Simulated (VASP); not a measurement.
# BC2 (P4_2/mmc) in VASP: a series of runs

Runs on BC2. Level: PBE. Tasks: single point, relaxation of cell and atoms.

Everything below comes from runs of VASP 6.6.1. Logs are shortened: lines on timing, memory, paths and dates and some standing lists are left out, and cuts for length are marked.

## (1) The cell of the first run

It takes space group P4_2/mmc (No. 131, tetragonal). The conventional cell has a = 2.680 Å, b = 2.680 Å, c = 6.482 Å, α = 90.00°, β = 90.00°, γ = 90.00°. B (site symmetry -4m2) has 4 C at 1.64 Å within 2.2 Å. C (site symmetry 2mm) has 1 C at 1.34 Å and 2 B at 1.64 Å within 1.8 Å.

## (2) Single point, PBE

Input file INCAR:

```
PREC = Accurate ; ENCUT = 520
EDIFF = 1E-6 ; ISMEAR = 0
SIGMA = 0.1 ; LREAL = False
LASPH = True ; NELM = 60
ALGO = Normal ; ISIF = 2
LWAVE = False ; LCHARG = True
GGA = PE ; LELF = True
LVHAR = True ; NBANDS = 20
```

Input file KPOINTS:

```
Automatic mesh
0
Gamma
  6 6 6
```

Input file POSCAR:

```
BC2
1.0
    2.6801716692      0.0000000000      0.0000000000
    0.0000000000      2.6801716692      0.0000000000
    0.0000000000      0.0000000000      6.4820579494
B C
2 4
Direct
    0.5000000000      0.5000000000      0.7500000000
    0.5000000000      0.5000000000      0.2500000000
    0.5000000000      0.0000000000      0.6037416473
    0.0000000000      0.5000000000      0.8962583527
    0.0000000000      0.5000000000      0.1037416473
    0.5000000000      0.0000000000      0.3962583527
```

Potentials or basis: VASP PAW PBE potentials, release 64 (B, C).

Launch:

```
> cat potpaw_PBE.64/B/POTCAR potpaw_PBE.64/C/POTCAR > POTCAR
> mpirun -np 1 vasp_std > vasp.out
```

OUTCAR:

```text
PREC = Accurate
   ENCUT = 520
   EDIFF = 1E-6
   ISMEAR = 0
   LREAL = False
   LASPH = True
   NELM = 60
   ISIF = 2
   GGA = PE

 ion  position               nearest neighbor table
   1  0.500  0.500  0.750-   3 1.64   4 1.64   3 1.64   4 1.64
   2  0.500  0.500  0.250-   5 1.64   6 1.64   6 1.64   5 1.64
   3  0.500  0.000  0.604-   6 1.34   1 1.64   1 1.64
   4  0.000  0.500  0.896-   5 1.34   1 1.64   1 1.64
   5  0.000  0.500  0.104-   4 1.34   2 1.64   2 1.64
   6  0.500  0.000  0.396-   3 1.34   2 1.64   2 1.64

  LATTYP: Found a simple tetragonal cell.
 ALAT       =     2.6801716692
 C/A-ratio  =     2.4185234192

  Lattice vectors:

 A1 = (   2.6801716692,   0.0000000000,   0.0000000000)
 A2 = (   0.0000000000,   2.6801716692,   0.0000000000)
 A3 = (   0.0000000000,   0.0000000000,   6.4820579494)

Analysis of symmetry for initial positions (statically):
=====================================================================
 Subroutine PRICEL returns:
 Original cell was already a primitive cell.

 Routine SETGRP: Setting up the symmetry group for a
 simple tetragonal supercell.

 Subroutine GETGRP returns: Found 16 space group operations
 (whereof  8 operations were pure point group operations)
 out of a pool of 16 trial point group operations.

The static configuration has the point symmetry D_2h.
 The point group associated with its full space group is D_4h.

Analysis of symmetry for dynamics (positions and initial velocities):
=====================================================================
 Subroutine PRICEL returns:
 Original cell was already a primitive cell.

 Routine SETGRP: Setting up the symmetry group for a
 simple tetragonal supercell.

 Subroutine GETGRP returns: Found 16 space group operations
 (whereof  8 operations were pure point group operations)
 out of a pool of 16 trial point group operations.

The dynamic configuration has the point symmetry D_2h.
 The point group associated with its full space group is D_4h.

 Subroutine INISYM returns: Found 16 space group operations
 (whereof  8 operations are pure point group operations),
 and found     1 'primitive' translations

----------------------------------------------------------------------------------------

                                     Primitive cell

  volume of cell :      46.5627

  direct lattice vectors                    reciprocal lattice vectors
     2.680171669  0.000000000  0.000000000     0.373110429  0.000000000  0.000000000
     0.000000000  2.680171669  0.000000000     0.000000000  0.373110429  0.000000000
     0.000000000  0.000000000  6.482057949     0.000000000  0.000000000  0.154271993

  length of vectors
     2.680171669  2.680171669  6.482057949     0.373110429  0.373110429  0.154271993

  position of ions in fractional coordinates (direct lattice)
     0.500000000  0.500000000  0.750000000
     0.500000000  0.500000000  0.250000000
     0.500000000  0.000000000  0.603741647
     0.000000000  0.500000000  0.896258353
     0.000000000  0.500000000  0.103741647
     0.500000000  0.000000000  0.396258353

  ion indices of the primitive-cell ions
   primitive index   ion index
                 1           1
                 2           2
                 3           3
                 4           4
                 5           5
                 6           6

----------------------------------------------------------------------------------------

 KPOINTS: Automatic mesh

Automatic generation of k-mesh.
 Grid dimensions read from file:
 generate k-points for:    6    6    6

 Generating k-lattice:

  Cartesian coordinates                     Fractional coordinates (reciprocal lattice)
     0.062185071  0.000000000  0.000000000     0.166666667  0.000000000  0.000000000
     0.000000000  0.062185071  0.000000000     0.000000000  0.166666667  0.000000000
     0.000000000  0.000000000  0.025711999     0.000000000  0.000000000  0.166666667

  Length of vectors
     0.062185071  0.062185071  0.025711999

  Shift w.r.t. Gamma in fractional coordinates (k-lattice)
     0.000000000  0.000000000  0.000000000

 Subroutine IBZKPT returns following result:
 ===========================================

 Found     40 irreducible k-points:

 Following reciprocal coordinates:
            Coordinates               Weight
  0.000000  0.000000  0.000000      1.000000
  0.166667  0.000000  0.000000      4.000000
  0.333333  0.000000  0.000000      4.000000
  0.500000  0.000000  0.000000      2.000000
  0.166667  0.166667  0.000000      4.000000
  0.333333  0.166667  0.000000      8.000000
[... 16 lines left out ...]
  0.333333  0.000000  0.333333      8.000000
  0.500000  0.000000  0.333333      4.000000
 [... further k-points ...]
   k-points           NKPTS =     40   k-points in BZ     NKDIM =     40   number of bands    NBANDS=     20
   number of dos      NEDOS =    301   number of ions     NIONS =      6
   total plane-waves  NPLWV =  19200
   dimension x,y,z NGX =    20 NGY =   20 NGZ =   48
   dimension x,y,z NGXF=    40 NGYF=   40 NGZF=   96
   ions per type =               2   4
   NGX,Y,Z   is equivalent  to a cutoff of  12.41, 12.41, 12.31 a.u.
   NGXF,Y,Z  is equivalent  to a cutoff of  24.81, 24.81, 24.62 a.u.
 SYSTEM =  unknown system
   PREC   = accura    normal or accurate (medium, high low for compatibility)
   ISTART =      0    job   : 0-new  1-cont  2-samecut
   ICHARG =      2    charge: 1-file 2-atom 10-const
   ISPIN  =      1    spin polarized calculation?
   LNONCOLLINEAR =      F non collinear calculations
   LSORBIT =      F    spin-orbit coupling
   LASPH  =      T    aspherical Exc in radial PAW
   ENCUT  =  520.0 eV  38.22 Ry    6.18 a.u.   4.98  4.98 12.05*2*pi/ulx,y,z
   NELM   =     60;   NELMIN=  2; NELMDL= -5     # of ELM steps
   EDIFF  = 0.1E-05   stopping-criterion for ELM
   LREAL  =      F    real-space projection
   EDIFFG = 0.1E-04   stopping-criterion for IOM
   NSW    =      0    number of steps for IOM
   IBRION =     -1    ionic relax: 0-MD 1-quasi-New 2-CG
   NFREE  =      0    steps in history (QN), initial steepest desc. (CG)
   ISIF   =      2    stress and relaxation
   ISYM   =      2    0-nonsym 1-usesym 2-fastsym
   POTIM  = 0.5000    time-step for ionic-motion
   TEBEG  =    0.0;   TEEND  =   0.0 temperature during run
   PSTRESS=    0.0 pullay stress
   NELECT =      22.0000    total number of electrons
   NUPDOWN=      -1.0000    fix difference up-down
   EMIN   =  10.00;   EMAX   =-10.00  energy-range for DOS
   EFERMI =   0.00;   METHOD = LEGACY
   ISMEAR =     0;   SIGMA  =   0.10  broadening in eV -4-tet -1-fermi 0-gaus
   EFERMI_NEDOS =   21; number of points for ismear=-14 and -15
   IALGO  =     38    algorithm
   IMIX   =      4    mixing-type and parameters
     AMIX     =   0.40;   BMIX     =  1.00
     AMIX_MAG =   1.60;   BMIX_MAG =  1.00
  volume/ion in A,a.u.               =       7.76        52.37
  Fermi-wavevector in a.u.,A,eV,Ry     =   1.275077  2.409546 22.120636  1.625821
  Thomas-Fermi vector in A             =   2.407809
   LORBIT       =      0    0 simple, 1 ext, 2 COOP (PROOUT), +10 PAW based schemes
   GGA     = PE    functional components
   LHFCALC =     F    Hartree Fock is set to
   AEXX    =    0.0000 exact exchange contribution
   IVDW    =     0    specifies the selected vdW correction
   LEPSILON=     F    determine dielectric tensor
   LRPA    =     F    only Hartree local field effects (RPA)
 non-spin polarized calculation
 Gauss-broadening in eV      SIGMA  =   0.10
  energy-cutoff  :      520.00
  volume of cell :       46.56
 maximum number of plane-waves:      1280
 NGX is ok and might be reduce to    20
   NGX =  9   NGY =  9   NGZ = 25

 number of electron      22.0000002 magnetization

 Free energy of the ion-electron system (eV)
  ---------------------------------------------------
  ext. energy  EPLUGINS =         0.00000000
  ---------------------------------------------------
  free energy    TOTEN  =       -46.70157666 eV

  energy without entropy =      -46.69069265  energy(sigma->0) =      -46.69613465

 E-fermi :   4.6244     XC(G=0): -11.4131

 val. band max:        4.6048763984   @ k =   0.1667   0.1667   0.1667
 cond. band min:       4.6332007017   @ k =   0.5000   0.1667   0.3333
 fundamental gap:      0.0283243033
 Fermi energy:         4.6244014003

 k-point     1 :       0.0000    0.0000    0.0000
  band No.  band energies     occupation
      1     -11.8842      2.00000
      2     -10.0792      2.00000
      3      -8.3436      2.00000
      4      -2.9507      2.00000
      5      -1.4940      2.00000
      6       1.9547      2.00000
[... 12 lines left out ...]
     19      16.0414      0.00000
     20      16.4593      0.00000

 k-point     2 :       0.1667    0.0000    0.0000
  band No.  band energies     occupation
      1     -11.5030      2.00000
      2      -9.7929      2.00000
      3      -7.9224      2.00000
      4      -2.8687      2.00000
      5      -1.4961      2.00000
      6       0.1794      2.00000
[... 12 lines left out ...]
     19      16.1057      0.00000
     20      16.9102      0.00000

 k-point     3 :       0.3333    0.0000    0.0000
  band No.  band energies     occupation
      1     -10.4694      2.00000
      2      -9.1641      2.00000
      3      -6.6876      2.00000
      4      -3.3363      2.00000
      5      -2.4421      2.00000
      6      -2.1326      2.00000
[... 12 lines left out ...]
     19      17.3894      0.00000
     20      17.4589      0.00000

 k-point     4 :       0.5000    0.0000    0.0000
  band No.  band energies     occupation
      1      -9.5283      2.00000
      2      -8.9984      2.00000
      3      -5.0679      2.00000
      4      -4.3471      2.00000
      5      -4.3059      2.00000
      6      -2.7309      2.00000
[... 429 lines left out ...]
 k-point    23 :       0.3333    0.0000    0.3333
  band No.  band energies     occupation
      1     -10.2551      2.00000
      2      -9.6122      2.00000
      3      -5.9407      2.00000
      4      -4.4654      2.00000
      5      -2.1426      2.00000
      6      -1.1192      2.00000
[... 12 lines left out ...]
     19      16.9806      0.00000
     20      17.8506      0.00000

 k-point    24 :       0.5000    0.0000    0.3333
  band No.  band energies     occupation
      1      -9.5052      2.00000
      2      -8.9804      2.00000
      3      -5.7025      2.00000
      4      -4.6857      2.00000
      5      -3.0290      2.00000
      6      -1.8825      2.00000
[... 12 lines left out ...]
     19      16.9468      0.00000
     20      17.5175      0.00000

 [... further k-points ...]
[... 5 lines left out ...]
  --------------------------------------------------------------------------------------
  -------------------------------------------------------------------------------------
  Total       -0.0146272     -0.0146272      0.0941922      0.0000000      0.0000000      0.0000000
  in kB       -0.5033073     -0.5033073      3.2410615      0.0000000      0.0000000      0.0000000
  external PRESSURE =       0.7448156 kB  Pullay stress =       0.0000000 kB

 VOLUME and BASIS-vectors are now :
 -----------------------------------------------------------------------------
  energy-cutoff  :      520.00
  volume of cell :       46.56
      direct lattice vectors                 reciprocal lattice vectors
     2.680171669  0.000000000  0.000000000     0.373110429  0.000000000  0.000000000
     0.000000000  2.680171669  0.000000000     0.000000000  0.373110429  0.000000000
     0.000000000  0.000000000  6.482057949     0.000000000  0.000000000  0.154271993

 POSITION                                       TOTAL-FORCE (eV/Angst)
 -----------------------------------------------------------------------------------
      1.34009      1.34009      4.86154        -0.000000      0.000000     -0.000000
      1.34009      1.34009      1.62051        -0.000000      0.000000     -0.000000
      1.34009      0.00000      3.91349        -0.000000      0.000000      0.026794
      0.00000      1.34009      5.80960        -0.000000      0.000000     -0.026794
      0.00000      1.34009      0.67246        -0.000000      0.000000      0.026794
      1.34009      0.00000      2.56857         0.000000      0.000000     -0.026794
 -----------------------------------------------------------------------------------
    total drift:                                0.000000      0.000000     -0.000000

  FREE ENERGIE OF THE ION-ELECTRON SYSTEM (eV)
  ---------------------------------------------------
  free  energy   TOTEN  =       -46.7015766609 eV

  energy  without entropy=      -46.6906926488  energy(sigma->0) =      -46.69613465
```

Wall time 54 s (1 thread of AMD EPYC 7R13, shared host); peak memory 0.13 GiB.

Results:

- Free energy: -46.7016 eV
- Pressure: 0.1 GPa
- Largest force: 0.027 eV/Å
- Band gap on the k mesh: zero (band 11 reaches 7.27 eV, above the bottom of band 12 at 1.79 eV)

Forces on the atoms (eV/Å):
```
B    0.000  0.000  0.000
B    0.000  0.000  0.000
C    0.000  0.000  0.027
C    0.000  0.000 -0.027
C    0.000  0.000  0.027
C    0.000  0.000 -0.027
```

Caveat: the k points lie up to 0.39 Å⁻¹ apart.

## (3) Relaxation of cell and atoms, PBE

This run uses another cell than the first one, of 4.89 Å³/atom, 0.631 times its volume.

Input file INCAR:

```
PREC     = Accurate       # precision mode
ENCUT    = 600            # plane-wave cutoff, eV
EDIFF    = 1E-7           # SCF threshold, eV
ISMEAR   = 0              # smearing method
SIGMA    = 0.1            # smearing width, eV
LREAL    = F              # projectors in reciprocal space
LASPH    = T              # aspherical terms in the spheres
NELM     = 100            # most SCF steps
ALGO     = Normal         # electronic algorithm
ISIF     = 3              # what is computed and relaxed
LWAVE    = F              # write WAVECAR
LCHARG   = F              # write CHGCAR
GGA      = PE             # functional
IBRION   = 2              # ionic algorithm
NSW      = 90             # ionic steps
EDIFFG   = -0.04          # ionic threshold
```

KPOINTS is that of step 2.

Input file POSCAR:

```
BC2
1.0
    2.9977642700      0.0000000000      0.0000000000
    0.0000000000      2.9977642700      0.0000000000
    0.0000000000      0.0000000000      3.2680188000
B C
2 4
Direct
    0.5000000000      0.5000000000      0.7500000000
    0.5000000000      0.5000000000      0.2500000000
    0.5000000000      0.0000000000      0.7072967400
    0.0000000000      0.5000000000      0.7927032600
    0.0000000000      0.5000000000      0.2072967400
    0.5000000000      0.0000000000      0.2927032600
```

Potentials or basis: VASP PAW PBE potentials, release 64 (B, C).

Launch:

```
> cat potpaw_PBE.64/B/POTCAR potpaw_PBE.64/C/POTCAR > POTCAR
> mpirun -np 1 vasp_std > vasp.out
```

Run time: 12 min. Hardware: 1 thread of AMD EPYC 7R13, shared host; peak memory 0.12 GiB.

The run converged. Its results:

```
Free energy                            : -44.1277 eV
Relaxed volume                         : 7.59 Å³/atom
Relaxed cell                           : a = 2.809 Å, b = 2.809 Å, c = 5.773 Å, α = 90.00°, β = 90.00°, γ = 90.00°
Space group after relaxing (to 0.05 Å) : P4_2/mmc (No. 131)
Energy gained by relaxing              : 2016.7 meV/atom
Ionic steps                            : 28
Pressure after relaxing                : -0.5 GPa
Largest force after relaxing           : 0.014 eV/Å
Band gap on the k mesh                 : zero (band 11 reaches 7.02 eV, above the bottom of band 12 at 2.52 eV)
```

Forces on the atoms (eV/Å):
```
B    0.000  0.000  0.000
B    0.000  0.000  0.000
C    0.000  0.000 -0.014
C    0.000  0.000  0.014
C    0.000  0.000 -0.014
C    0.000  0.000  0.014
```

Stress tensor (GPa, compression positive):
```
-0.41  0.00  0.00
 0.00 -0.41  0.00
 0.00  0.00 -0.64
```

The path:
```csv
step,energy change (eV),largest force (eV/Å),pressure (GPa),volume (Å³)
1,0.0000,0.2704,173.13,29.37
2,-3.8110,3.9999,-40.60,57.82
3,-5.8749,4.6494,-4.60,43.51
4,-8.2660,3.3923,7.33,47.64
5,-8.3513,1.2136,2.81,47.12
6,-10.3014,0.3206,-7.80,50.45
7,-6.7808,18.2713,-6.64,55.12
8,-9.8907,10.6415,3.72,52.70
9,-10.2712,8.4909,-3.70,53.29
10,-10.6967,4.1471,-19.47,54.61
11,-10.7029,3.7377,-21.10,54.75
12,-10.7994,3.6973,-20.08,54.36
13,-11.0581,3.6256,-16.74,53.22
14,-11.4099,3.2504,-8.98,50.93
15,-11.2367,1.8820,12.28,46.40
16,-11.4546,2.9644,0.52,48.85
17,-11.6444,1.1172,-4.08,48.82
18,-11.7090,0.4832,-7.38,48.79
19,-11.7094,0.5817,-7.56,48.79
20,-11.7450,0.5365,-6.30,48.48
21,-11.8379,0.3876,-2.36,47.56
22,-11.9410,0.1822,6.02,45.73
23,-11.9477,0.0667,9.03,45.15
24,-12.0042,0.0850,6.35,45.30
25,-12.0966,0.2272,-1.86,45.68
26,-12.0971,0.1674,-0.43,45.62
27,-12.0980,0.1924,-1.03,45.64
28,-12.0999,0.0139,-0.49,45.55
```

Final structure:
```cif
data_structure
_symmetry_space_group_name_H-M 'P 1'
_symmetry_Int_Tables_number 1
_cell_length_a 2.8089
_cell_length_b 2.8089
_cell_length_c 5.7730
_cell_angle_alpha 90.000
_cell_angle_beta 90.000
_cell_angle_gamma 90.000
_cell_volume 45.55
loop_
_atom_site_label
_atom_site_type_symbol
_atom_site_fract_x
_atom_site_fract_y
_atom_site_fract_z
_atom_site_occupancy
B1 B 0.50000 0.50000 0.75000 1
B2 B 0.50000 0.50000 0.25000 1
C1 C 0.50000 0.00000 0.61965 1
C2 C 0.00000 0.50000 0.88035 1
C3 C 0.00000 0.50000 0.11965 1
C4 C 0.50000 0.00000 0.38035 1
```

Levels at points of the mesh, in eV from the Fermi level:
| k point | band 8 | band 9 | band 10 | band 11 | band 12 | band 13 | band 14 | band 15 |
| --- | --- | --- | --- | --- | --- | --- | --- | --- |
| (0.00, 0.00, 0.00) | -1.43 | -1.43 | 0.39 | 0.39 | 0.70 | 4.14 | 5.89 | 6.83 |
| (0.50, 0.00, 0.00) | -1.95 | -1.19 | -0.98 | -0.26 | 0.29 | 3.59 | 5.66 | 7.44 |
| (0.50, 0.50, 0.00) | -5.17 | -4.67 | -4.67 | -1.86 | -0.64 | 0.09 | 6.40 | 8.89 |
| (0.00, 0.00, 0.50) | -2.65 | -0.68 | -0.68 | 2.25 | 2.25 | 4.62 | 4.62 | 5.19 |
| (0.50, 0.00, 0.50) | -3.20 | -2.61 | -0.35 | 0.30 | 0.99 | 4.65 | 5.62 | 7.72 |
| (0.50, 0.50, 0.50) | -4.20 | -4.18 | -4.18 | -2.26 | -2.26 | 3.20 | 3.20 | 7.25 |

Caveat: the volume moved by over 15 % at a fixed basis, so the end points are rough.
